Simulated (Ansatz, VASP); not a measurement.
C in VASP and in Ansatz

Contents of INCAR:

```
  PREC = Accurate
  ENCUT = 600
  EDIFF = 1E-6
  ISMEAR = 0
  SIGMA = 0.2
  LREAL = F
  LASPH = T
  NELM = 120
  ALGO = Normal
  ISIF = 2
  LWAVE = F
  LCHARG = T
  GGA = PE
  LELF = T
  LVHAR = T
  NBANDS = 11
  GGA_COMPAT = F
```

File KPOINTS:

```
regular mesh
0
Gamma
  8 8 8
```

File POSCAR:

```
C
1.0
    0.0000000000      1.7801241411      1.7801241411
    1.7801241411      0.0000000000      1.7801241411
    1.7801241411      1.7801241411      0.0000000000
C
2
Direct
    0.0000000000      0.0000000000      0.0000000000
    0.2500000000      0.2500000000      0.2500000000
```

Input for Ansatz:

```yaml
crystal:
  lattice:
    - [0.0, 1.7801241411, 1.7801241411]
    - [1.7801241411, 0.0, 1.7801241411]
    - [1.7801241411, 1.7801241411, 0.0]
  atoms:
    - { symbol: C, position: [0.0, 0.0, 0.0] }
    - { symbol: C, position: [0.25, 0.25, 0.25] }
kpoints:
  mp_grid: { grid: [8, 8, 8] }
hamiltonian:
  xc: pbe
scf:
  occupations: { method: gaussian, width: 0.2 }
  n_extra_bands: 4
output:
  forces: true
  stress: true
  eigenvalues: true
```

Alike in both runs: task single point; functional PBE; k mesh 8 × 8 × 8; occupations gaussian, width 0.2 eV; no spin polarisation.

|  | VASP | Ansatz |
| --- | --- | --- |
| version | VASP 6.6.1 | Ansatz 0.2.0 |
| potentials or method | VASP PAW PBE potentials, release 64 (C) | plane waves |
| plane-wave cutoff (eV) | 600 | 420 |
| valence electrons in the cell | 8 | 8 |

```tsv
	VASP	Ansatz	Ansatz less VASP
gap on the k mesh at the Fermi level (eV)	4.14	4.15	+0.008
pressure (GPa)	4.2	4.2	-0.01
```
